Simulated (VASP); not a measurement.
# Pb (I4/mmm) in VASP: further runs

Pb is run at these levels: LDA; tasks: single point.

Everything below comes from runs of VASP 6.6.1. Logs are shortened: lines on timing, memory, paths and dates and some standing lists are left out, and cuts for length are marked.

**1. The cell of the first run**

It takes space group I4/mmm (No. 139, tetragonal). Conventional cell: a = 3.959 Å, b = 3.959 Å, c = 3.761 Å, α = 90.00°, β = 90.00°, γ = 90.00°. Within 4.4 Å of Pb (site symmetry 4/mmm) lie 14 Pb at 3.37 to 3.96 Å.

**2. Single point, LDA (strain +0.000 along x and y, -0.050 along z)**

The input, INCAR:

```
ALGO = Fast
EDIFF = 1E-7
ENCUT = 520
ISIF = 2
ISMEAR = 0
LASPH = T
LCHARG = T
LELF = T
LREAL = F
LVHAR = T
LWAVE = F
NBANDS = 13
NELM = 80
PREC = Accurate
SIGMA = 0.15
```

The input, KPOINTS:

```
k-points
0
Gamma
  18 18 18
```

The input, POSCAR:

```
Pb
1.0
   -1.9796595667      1.9796595667      1.8806765884
    1.9796595667     -1.9796595667      1.8806765884
    1.9796595667      1.9796595667     -1.8806765884
Pb
1
Direct
    0.0000000000      0.0000000000      0.0000000000
```

Potentials or basis: VASP PAW LDA potentials, release 64 (Pb_d).

Run with:

```console
cat potpaw_LDA.64/Pb_d/POTCAR > POTCAR
mpirun -np 1 vasp_std > vasp.out
```

OUTCAR:

```text
EDIFF = 1E-7
   ENCUT = 520
   ISIF = 2
   ISMEAR = 0
   LASPH = T
   LREAL = F
   NELM = 80
   PREC = Accurate

 ion  position               nearest neighbor table
   1  0.000  0.000  0.000-

  LATTYP: Found a body centered tetragonal cell.
 ALAT       =     3.9593191334
 C/A-ratio  =     0.9500000000

  Lattice vectors:

 A1 = (  -1.9796595667,   1.9796595667,   1.8806765884)
 A2 = (   1.9796595667,  -1.9796595667,   1.8806765884)
 A3 = (   1.9796595667,   1.9796595667,  -1.8806765884)

Analysis of symmetry for initial positions (statically):
=====================================================================
 Subroutine PRICEL returns:
 Original cell was already a primitive cell.

 Routine SETGRP: Setting up the symmetry group for a
 body centered tetragonal supercell.

 Subroutine GETGRP returns: Found 16 space group operations
 (whereof 16 operations were pure point group operations)
 out of a pool of 16 trial point group operations.

The static configuration has the point symmetry D_4h.

Analysis of symmetry for dynamics (positions and initial velocities):
=====================================================================
 Subroutine PRICEL returns:
 Original cell was already a primitive cell.

 Routine SETGRP: Setting up the symmetry group for a
 body centered tetragonal supercell.

 Subroutine GETGRP returns: Found 16 space group operations
 (whereof 16 operations were pure point group operations)
 out of a pool of 16 trial point group operations.

The dynamic configuration has the point symmetry D_4h.

 Subroutine INISYM returns: Found 16 space group operations
 (whereof 16 operations are pure point group operations),
 and found     1 'primitive' translations

----------------------------------------------------------------------------------------

                                     Primitive cell

  volume of cell :      29.4819

  direct lattice vectors                    reciprocal lattice vectors
    -1.979659567  1.979659567  1.880676588     0.000000000  0.252568678  0.265861766
     1.979659567 -1.979659567  1.880676588     0.252568678  0.000000000  0.265861766
     1.979659567  1.979659567 -1.880676588     0.252568678  0.252568678  0.000000000

  length of vectors
     3.372691571  3.372691571  3.372691571     0.366706171  0.366706171  0.357186050

  position of ions in fractional coordinates (direct lattice)
     0.000000000  0.000000000  0.000000000

  ion indices of the primitive-cell ions
   primitive index   ion index
                 1           1

----------------------------------------------------------------------------------------

 KPOINTS: k-points

Automatic generation of k-mesh.
 Grid dimensions read from file:
 generate k-points for:   18   18   18

 Generating k-lattice:

  Cartesian coordinates                     Fractional coordinates (reciprocal lattice)
     0.000000000  0.014031593  0.014770098     0.055555556 -0.000000000  0.000000000
     0.014031593  0.000000000  0.014770098    -0.000000000  0.055555556  0.000000000
     0.014031593  0.014031593  0.000000000     0.000000000  0.000000000  0.055555556

  Length of vectors
     0.020372565  0.020372565  0.019843669

  Shift w.r.t. Gamma in fractional coordinates (k-lattice)
     0.000000000  0.000000000  0.000000000

 Subroutine IBZKPT returns following result:
 ===========================================

 Found    480 irreducible k-points:

 Following reciprocal coordinates:
            Coordinates               Weight
  0.000000  0.000000  0.000000      1.000000
  0.055556  0.000000 -0.000000      8.000000
  0.111111  0.000000 -0.000000      8.000000
  0.166667  0.000000 -0.000000      8.000000
  0.222222  0.000000 -0.000000      8.000000
  0.277778  0.000000  0.000000      8.000000
[... 16 lines left out ...]
 -0.277778  0.055556  0.000000     16.000000
 -0.222222  0.055556  0.000000     16.000000
 [... further k-points ...]
   k-points           NKPTS =    480   k-points in BZ     NKDIM =    480   number of bands    NBANDS=     13
   number of dos      NEDOS =    301   number of ions     NIONS =      1
   total plane-waves  NPLWV =  21952
   dimension x,y,z NGX =    28 NGY =   28 NGZ =   28
   dimension x,y,z NGXF=    56 NGYF=   56 NGZF=   56
   ions per type =               1
   NGX,Y,Z   is equivalent  to a cutoff of  13.80, 13.80, 13.80 a.u.
   NGXF,Y,Z  is equivalent  to a cutoff of  27.60, 27.60, 27.60 a.u.
 SYSTEM =  unknown system
   PREC   = accura    normal or accurate (medium, high low for compatibility)
   ISTART =      0    job   : 0-new  1-cont  2-samecut
   ICHARG =      2    charge: 1-file 2-atom 10-const
   ISPIN  =      1    spin polarized calculation?
   LNONCOLLINEAR =      F non collinear calculations
   LSORBIT =      F    spin-orbit coupling
   LASPH  =      T    aspherical Exc in radial PAW
   ENCUT  =  520.0 eV  38.22 Ry    6.18 a.u.   6.27  6.27  6.27*2*pi/ulx,y,z
   NELM   =     80;   NELMIN=  2; NELMDL= -5     # of ELM steps
   EDIFF  = 0.1E-06   stopping-criterion for ELM
   LREAL  =      F    real-space projection
   EDIFFG = 0.1E-05   stopping-criterion for IOM
   NSW    =      0    number of steps for IOM
   IBRION =     -1    ionic relax: 0-MD 1-quasi-New 2-CG
   NFREE  =      0    steps in history (QN), initial steepest desc. (CG)
   ISIF   =      2    stress and relaxation
   ISYM   =      2    0-nonsym 1-usesym 2-fastsym
   POTIM  = 0.5000    time-step for ionic-motion
   TEBEG  =    0.0;   TEEND  =   0.0 temperature during run
   PSTRESS=    0.0 pullay stress
   NELECT =      14.0000    total number of electrons
   NUPDOWN=      -1.0000    fix difference up-down
   EMIN   =  10.00;   EMAX   =-10.00  energy-range for DOS
   EFERMI =   0.00;   METHOD = LEGACY
   ISMEAR =     0;   SIGMA  =   0.15  broadening in eV -4-tet -1-fermi 0-gaus
   EFERMI_NEDOS =   21; number of points for ismear=-14 and -15
   IALGO  =     68    algorithm
   IMIX   =      4    mixing-type and parameters
     AMIX     =   0.40;   BMIX     =  1.00
     AMIX_MAG =   1.60;   BMIX_MAG =  1.00
  volume/ion in A,a.u.               =      29.48       198.95
  Fermi-wavevector in a.u.,A,eV,Ry     =   1.277220  2.413596 22.195069  1.631292
  Thomas-Fermi vector in A             =   2.409832
   LORBIT       =      0    0 simple, 1 ext, 2 COOP (PROOUT), +10 PAW based schemes
   GGA     = CA    functional components
   LHFCALC =     F    Hartree Fock is set to
   AEXX    =    0.0000 exact exchange contribution
   IVDW    =     0    specifies the selected vdW correction
   LEPSILON=     F    determine dielectric tensor
   LRPA    =     F    only Hartree local field effects (RPA)
 non-spin polarized calculation
 RMM-DIIS sequential band-by-band and
 Gauss-broadening in eV      SIGMA  =   0.15
  energy-cutoff  :      520.00
  volume of cell :       29.48
 maximum number of plane-waves:       811
 NGX is ok and might be reduce to    28
   NGX = 13   NGY = 13   NGZ = 13

 number of electron      13.9999999 magnetization

 Free energy of the ion-electron system (eV)
  ---------------------------------------------------
  ext. energy  EPLUGINS =         0.00000000
  ---------------------------------------------------
  free energy    TOTEN  =        -4.22177898 eV

  energy without entropy =       -4.21556544  energy(sigma->0) =       -4.21867221

 E-fermi :   7.3146     XC(G=0): -10.5928

 val. band max:        7.3114281239   @ k =  -0.2778  -0.3889   0.1667
 cond. band min:       7.3300082381   @ k =  -0.3333   0.5000   0.3333
 fundamental gap:      0.0185801142
 Fermi energy:         7.3146283927

 k-point     1 :       0.0000    0.0000    0.0000
  band No.  band energies     occupation
      1      -9.7862      2.00000
      2      -9.7492      2.00000
      3      -9.7492      2.00000
      4      -9.5248      2.00000
      5      -9.4820      2.00000
      6      -4.6346      2.00000
      7      14.9787      0.00000
      8      14.9787      0.00000
      9      15.4014      0.00000
     10      18.4099      0.00000
     11      18.4099      0.00000
     12      18.9800      0.00000
     13      19.6164      0.00000

 k-point     2 :       0.0556    0.0000   -0.0000
  band No.  band energies     occupation
      1      -9.7824      2.00000
      2      -9.7462      2.00000
      3      -9.7436      2.00000
      4      -9.5246      2.00000
      5      -9.4848      2.00000
      6      -4.5687      2.00000
      7      14.4666      0.00000
      8      14.7462      0.00000
      9      15.1112      0.00000
     10      18.0470      0.00000
     11      18.2401      0.00000
     12      18.7629      0.00000
     13      20.0499      0.00000

 k-point     3 :       0.1111    0.0000   -0.0000
  band No.  band energies     occupation
      1      -9.7835      2.00000
      2      -9.7386      2.00000
      3      -9.7155      2.00000
      4      -9.5241      2.00000
      5      -9.4925      2.00000
      6      -4.3707      2.00000
      7      13.0117      0.00000
      8      14.1651      0.00000
      9      14.7166      0.00000
     10      17.3317      0.00000
     11      17.8677      0.00000
     12      18.6611      0.00000
     13      20.8774      0.00000

 k-point     4 :       0.1667    0.0000   -0.0000
  band No.  band energies     occupation
      1      -9.7943      2.00000
      2      -9.7304      2.00000
      3      -9.6627      2.00000
      4      -9.5239      2.00000
      5      -9.5014      2.00000
      6      -4.0403      2.00000
      7      11.2644      0.00000
      8      13.4324      0.00000
      9      14.2290      0.00000
     10      16.6580      0.00000
     11      17.4614      0.00000
     12      18.8037      0.00000
     13      21.3873      0.00000

 k-point     5 :       0.2222    0.0000   -0.0000
  band No.  band energies     occupation
      1      -9.8099      2.00000
      2      -9.7267      2.00000
      3      -9.5945      2.00000
      4      -9.5244      2.00000
      5      -9.5065      2.00000
      6      -3.5789      2.00000
      7       9.4855      0.00000
      8      12.6845      0.00000
      9      13.7119      0.00000
     10      16.0959      0.00000
     11      17.0924      0.00000
     12      19.1490      0.00000
     13      21.6579      0.00000
[... 257 lines left out ...]
 k-point    22 :      -0.3333    0.0556   -0.0000
  band No.  band energies     occupation
      1      -9.8296      2.00000
      2      -9.7345      2.00000
      3      -9.5260      2.00000
      4      -9.5091      2.00000
      5      -9.4820      2.00000
      6      -2.6309      2.00000
      7       7.0068      1.99629
      8      11.2852      0.00000
      9      12.7857      0.00000
     10      15.8208      0.00000
     11      17.1653      0.00000
     12      20.0526      0.00000
     13      21.9337      0.00000

 k-point    23 :      -0.2778    0.0556    0.0000
  band No.  band energies     occupation
      1      -9.8129      2.00000
      2      -9.7277      2.00000
      3      -9.5551      2.00000
      4      -9.5299      2.00000
      5      -9.5073      2.00000
      6      -3.2699      2.00000
      7       8.6337      0.00000
      8      11.9087      0.00000
      9      13.2561      0.00000
     10      16.1855      0.00000
     11      17.4573      0.00000
     12      19.4295      0.00000
     13      21.7805      0.00000

 k-point    24 :      -0.2222    0.0556    0.0000
  band No.  band energies     occupation
      1      -9.7966      2.00000
      2      -9.7303      2.00000
      3      -9.6222      2.00000
      4      -9.5338      2.00000
      5      -9.5017      2.00000
      6      -3.7907      2.00000
      7      10.3187      0.00000
      8      12.6601      0.00000
      9      13.7951      0.00000
     10      16.6407      0.00000
     11      17.7515      0.00000
     12      18.9888      0.00000
     13      21.5887      0.00000

 [... further k-points ...]

------------------------ aborting loop because EDIFF is reached ----------------------------------------

  FORCE on cell =-STRESS in cart. coord.  units (eV):
  Direction    XX          YY          ZZ          XY          YZ          ZX
  --------------------------------------------------------------------------------------
  -------------------------------------------------------------------------------------
  Total       -0.0989104     -0.0989104     -0.2895947      0.0000000     -0.0000000      0.0000000
  in kB       -5.3752323     -5.3752323    -15.7378755      0.0000000     -0.0000000      0.0000000
  external PRESSURE =      -8.8294467 kB  Pullay stress =       0.0000000 kB

 VOLUME and BASIS-vectors are now :
 -----------------------------------------------------------------------------
  energy-cutoff  :      520.00
  volume of cell :       29.48
      direct lattice vectors                 reciprocal lattice vectors
    -1.979659567  1.979659567  1.880676588     0.000000000  0.252568678  0.265861766
     1.979659567 -1.979659567  1.880676588     0.252568678  0.000000000  0.265861766
     1.979659567  1.979659567 -1.880676588     0.252568678  0.252568678  0.000000000

 POSITION                                       TOTAL-FORCE (eV/Angst)
 -----------------------------------------------------------------------------------
      0.00000      0.00000      0.00000        -0.000000      0.000000      0.000000
 -----------------------------------------------------------------------------------
    total drift:                               -0.000000     -0.000000     -0.000000

  FREE ENERGIE OF THE ION-ELECTRON SYSTEM (eV)
  ---------------------------------------------------
  free  energy   TOTEN  =        -4.2217789768 eV

  energy  without entropy=       -4.2155654369  energy(sigma->0) =       -4.21867221
```

Run time: 1.7 min. Hardware: 1 thread of Intel Xeon 6975P-C (Granite Rapids), shared host; peak memory 0.27 GiB.

What came out:

* Free energy: -4.2218 eV
* Pressure: -0.9 GPa
* Band gap on the k mesh: zero (bands 7 and 8 overlap by 9.74 eV)

Stress tensor (GPa, compression positive):
```
-0.54  0.00  0.00
 0.00 -0.54  0.00
 0.00  0.00 -1.57
```

Levels at points of the mesh, in eV from the Fermi level:
```tsv
k point	band 3	band 4	band 5	band 6	band 7	band 8	band 9	band 10	band 11	band 12
(0.00, 0.00, 0.00)	-17.06	-16.84	-16.80	-11.95	7.66	7.66	8.09	11.10	11.10	11.67
(0.50, 0.00, 0.00)	-16.83	-16.80	-16.65	-7.81	-4.12	3.33	4.96	7.60	8.92	14.02
(0.50, 0.50, 0.00)	-16.86	-16.83	-16.66	-8.09	-4.26	3.96	5.82	8.37	9.72	13.34
(0.50, 0.50, 0.50)	-16.70	-16.70	-16.68	-5.09	-0.71	-0.71	0.23	4.47	5.04	16.62
```

Caveat: the cell differs from its parent crystal (strain +0.000 along x and y, -0.050 along z); spin-orbit coupling is left out, which moves the levels of the heavy elements.

**3. Single point, LDA (strain -0.025 along x and y, +0.000 along z)**

The input, INCAR:

```
  PREC = Accurate
  ENCUT = 520
  EDIFF = 1E-7
  ISMEAR = 0
  SIGMA = 0.15
  LREAL = F
  LASPH = T
  NELM = 80
  ALGO = Fast
  ISIF = 2
  LWAVE = F
  LCHARG = F
  NBANDS = 13
```

The input, KPOINTS:

```
Automatic mesh
0
Gamma
  18 18 18
```

The input, POSCAR:

```
Pb
1.0
   -1.9301680775      1.9301680775      1.9796595667
    1.9301680775     -1.9301680775      1.9796595667
    1.9301680775      1.9301680775     -1.9796595667
Pb
1
Direct
    0.0000000000      0.0000000000      0.0000000000
```

Potentials or basis: VASP PAW LDA potentials, release 64 (Pb_d).

Run with:

```console
cat potpaw_LDA.64/Pb_d/POTCAR > POTCAR
mpirun -np 1 vasp_std > vasp.out
```

It took 1.7 min on 1 thread of Intel Xeon 6975P-C (Granite Rapids), shared host; peak memory 0.27 GiB.

The run converged. Its results:

```yaml
Free_energy: -4.2191 eV
Pressure: -0.9 GPa
Band_gap_on_the_k_mesh: zero (bands 7 and 8 overlap by 9.82 eV)
```

Stress tensor (GPa, compression positive):
```
-1.11  0.00  0.00
 0.00 -1.11  0.00
 0.00  0.00 -0.52
```

Levels at points of the mesh, in eV from the Fermi level:
```tsv
k point	band 4	band 5	band 6	band 7	band 8	band 9	band 10	band 11
(0.00, 0.00, 0.00)	-16.82	-16.80	-11.94	7.73	7.87	7.87	11.02	11.34
(0.50, 0.00, 0.00)	-16.81	-16.65	-7.94	-4.18	3.62	5.38	7.97	9.30
(0.50, 0.50, 0.00)	-16.81	-16.64	-7.81	-4.11	3.33	4.97	7.60	8.92
(0.50, 0.50, 0.50)	-16.68	-16.68	-5.05	-0.70	-0.25	-0.25	4.61	4.85
```

Caveat: the cell differs from its parent crystal (strain -0.025 along x and y, +0.000 along z); spin-orbit coupling is left out, which moves the levels of the heavy elements.

[end of part 1 of 2]
